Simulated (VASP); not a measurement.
Set up this calculation in VASP 6.6.1, as the native input.

```
Task                   : single point
Functional             : PBEsol
Potentials or basis    : VASP PAW PBE potentials, release 64 (Mg, O)
Cutoff                 : 520 eV
k mesh                 : 10 × 10 × 10
Occupations            : gaussian, width 0.01 eV
Spin                   : no spin polarisation
Dipole correction      : no
Further INCAR settings : ALGO = Normal; EDIFF = 1e-06; NBANDS = 11
```

The structure of MgO lies in POSCAR:

```
MgO
1.0
    2.0677629386      2.0677629386      0.0000000000
   -2.0677629386      2.0677629386      0.0000000000
    0.0000000000      2.0677629386      2.0677629386
Mg O
1 1
Direct
    0.0000000000      0.0000000000      0.0000000000
    0.5000000000      0.5000000000      0.0000000000
```

The input as run:

INCAR

```
SYSTEM = MgO
PREC = Accurate
ENCUT = 520
EDIFF = 1E-6
ISMEAR = 0
SIGMA = 0.01
LREAL = .False.
LASPH = .True.
NELM = 60
ALGO = Normal
ISIF = 2
LWAVE = .False.
LCHARG = .False.
GGA = PS
NBANDS = 11
```

KPOINTS

```
regular mesh
0
Gamma
  10 10 10
  0 0 0
```

Potentials or basis: VASP PAW PBE potentials, release 64 (Mg, O).

Launch:

```console
$ cat potpaw_PBE.64/Mg/POTCAR potpaw_PBE.64/O/POTCAR > POTCAR
$ mpirun -np 1 vasp_std > vasp.out
```

It gave:

| Item | Value |
| --- | --- |
| Pressure | 9.6 GPa |
| Band gap on the k mesh | 5.18 eV, direct |

Caveat: the PAW data sets were made with another functional, which shifts forces and pressure a little.

Run time: 13 s on 1 thread of Intel Xeon 8259CL, with other jobs on the host, peak memory 0.14 GiB.
